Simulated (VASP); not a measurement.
Write the native input for VASP 6.6.1 that does the following.

```yaml
Task: single point
Functional: LDA
Potentials_or_basis: VASP PAW LDA potentials, release 64 (B, N)
Cutoff: 600 eV
k_mesh: 13 × 13 × 5
Occupations: fermi-dirac, width 0.01 eV
Spin: no spin polarisation
Dipole_correction: no
Further_INCAR_settings: ALGO = Normal; EDIFF = 1e-06; NBANDS = 16
```

The structure of BN lies in POSCAR:

```
BN
1.0
    2.4883437615      0.0000000000      0.0000000000
   -1.2441718807      2.1549689108      0.0000000000
    0.0000000000      0.0000000000      6.4954828762
B N
2 2
Direct
    0.3335905360      0.6664094636      0.2500000001
    0.6664094636      0.3335905360      0.7500000004
    0.3342207790      0.6657792206      0.7500000004
    0.6657792206      0.3342207790      0.2500000001
```

One way to write it, as run:

INCAR

```
SYSTEM = BN
PREC = Accurate ; ENCUT = 600
EDIFF = 1E-6 ; ISMEAR = -1
SIGMA = 0.01 ; LREAL = .False.
LASPH = .True. ; NELM = 120
ALGO = Normal ; ISIF = 2
LWAVE = .False. ; LCHARG = .False.
NBANDS = 16 ; GGA_COMPAT = .False.
```

KPOINTS

```
Automatic mesh
0
Gamma
  13 13 5
  0 0 0
```

Potentials or basis: VASP PAW LDA potentials, release 64 (B, N).

Launch:

```bash
$ cat potpaw_LDA.64/B/POTCAR potpaw_LDA.64/N/POTCAR > POTCAR
$ mpirun -np 1 vasp_std > vasp.out
```

It gave:

```json
{"Pressure": "0.5 GPa", "Largest force": "0.214 eV/Å", "Band gap on the k mesh": "4.07 eV (least direct gap 4.46 eV)"}
```

Caveat: an odd mesh through Γ misses points on the zone boundary, where band edges can lie.

It took 98 s on 1 thread of Intel(R) Xeon(R) Platinum 8259CL CPU @ 2.50GHz (Skylake/Cascade Lake), on a shared host, peak memory 0.19 GiB.
